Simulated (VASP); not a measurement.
Input of a VASP 6.6.1 run:

INCAR

```
  ALGO = Normal
  EDIFF = 1E-7
  ENCUT = 520
  ISIF = 2
  ISMEAR = 0
  LASPH = T
  LCHARG = F
  LREAL = F
  LWAVE = F
  NBANDS = 12
  NELM = 80
  PREC = Accurate
  SIGMA = 0.1
```

Contents of KPOINTS:

```
k-points
0
Gamma
  16 16 16
```

Contents of POSCAR:

```
Sb
1.0
    2.1463948547      1.2392216471      3.6521783702
   -2.1463948547      1.2392216471      3.6521783702
    0.0000000000     -2.4784432943      3.6521783702
Sb
2
Direct
    0.2361645538      0.2361645538      0.2361645538
    0.7638354462      0.7638354462      0.7638354462
```

Potentials or basis: VASP PAW LDA potentials, release 64 (Sb).

The run is started by

```sh
$ cat potpaw_LDA.64/Sb/POTCAR > POTCAR
$ mpirun -np 1 vasp_std > vasp.out
```

**Question.** What does it give for the largest force?

**Answer.** 0.063 eV/Å.

**Question.** Estimate the band gap on the k mesh.

**Answer.** Zero (band 5 reaches 7.61 eV, above the bottom of band 6 at 7.37 eV).

**Question.** Predict the pressure.

**Answer.** 0.3 GPa.

Forces in eV/Å, atoms in the order of the input:
```
Sb   0.000  0.000  0.063
Sb   0.000  0.000 -0.063
```

Caveat: spin-orbit coupling is left out, which moves the levels of the heavy elements.
